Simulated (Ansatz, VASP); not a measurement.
Two plane-wave programs on GaSb3

The input INCAR:

```
SYSTEM = GaSb3
PREC = Accurate
ENCUT = 520
EDIFF = 1E-6
ISMEAR = 0
SIGMA = 0.15
LREAL = .False.
LASPH = .True.
NELM = 100
ALGO = Normal
ISIF = 2
LWAVE = .False.
LCHARG = .False.
GGA = PS
NBANDS = 22
```

The input KPOINTS:

```
regular mesh
0
Gamma
  10 10 10
  0 0 0
```

File POSCAR:

```
GaSb3
1.0
    0.0000000000      3.7749545420      3.6752957421
    3.7749545420      0.0000000000      3.6752957421
    3.7749545420      3.7749545420      0.0000000000
Ga Sb
1 3
Direct
    0.0000000000      0.0000000000      0.0000000000
    0.2500000000      0.2500000000      0.2500000000
    0.7500000000      0.7500000000      0.7500000000
    0.5000000000      0.5000000000      0.5000000000
```

Input for Ansatz:

```yaml
crystal:
  lattice:
    - [0.0, 3.774954542, 3.6752957421]
    - [3.774954542, 0.0, 3.6752957421]
    - [3.774954542, 3.774954542, 0.0]
  atoms:
    - { symbol: Ga, position: [0.0, 0.0, 0.0] }
    - { symbol: Sb, position: [0.25, 0.25, 0.25] }
    - { symbol: Sb, position: [0.75, 0.75, 0.75] }
    - { symbol: Sb, position: [0.5, 0.5, 0.5] }
basis:
  ecutwfc: 420
kpoints:
  mp_grid: { grid: [10, 10, 10] }
hamiltonian:
  xc: pbesol
  pseudopotentials: { kind: paw, azcp: { folder: soft_1 } }
scf:
  occupations: { method: gaussian, width: 0.15 }
output:
  forces: true
  stress: true
  eigenvalues: true
```

Alike in both runs: task single point; functional PBEsol; k mesh 10 × 10 × 10; occupations gaussian, width 0.15 eV; no spin polarisation.

|  | VASP | Ansatz |
| --- | --- | --- |
| version | VASP 6.6.1 | Ansatz 0.2.0 |
| potentials or method | VASP PAW PBE potentials, release 64 (Ga_d, Sb), cutoff 520 eV | scalar-relativistic, plane waves, PAW |
| valence electrons in the cell | 28 | 58 |

|  | VASP | Ansatz | Ansatz less VASP |
| --- | --- | --- | --- |
| gap on the k mesh at the Fermi level (eV) | none | none | - |
| pressure (GPa) | -4.0 | -4.0 | +0.03 |
| traceless stress, the component that is largest in VASP (GPa) | 0.39 | 0.39 | -0.001 |

VASP's potentials were made for PBE, not for PBEsol, and Ansatz warns of the same on its side. A gap of «none» marks a metal or a gap that the smearing closes. VASP's potentials hold 28 valence electrons a cell and Ansatz's 58, so a difference there can come from the potentials and not from the codes.

Neither program's run includes spin-orbit coupling.
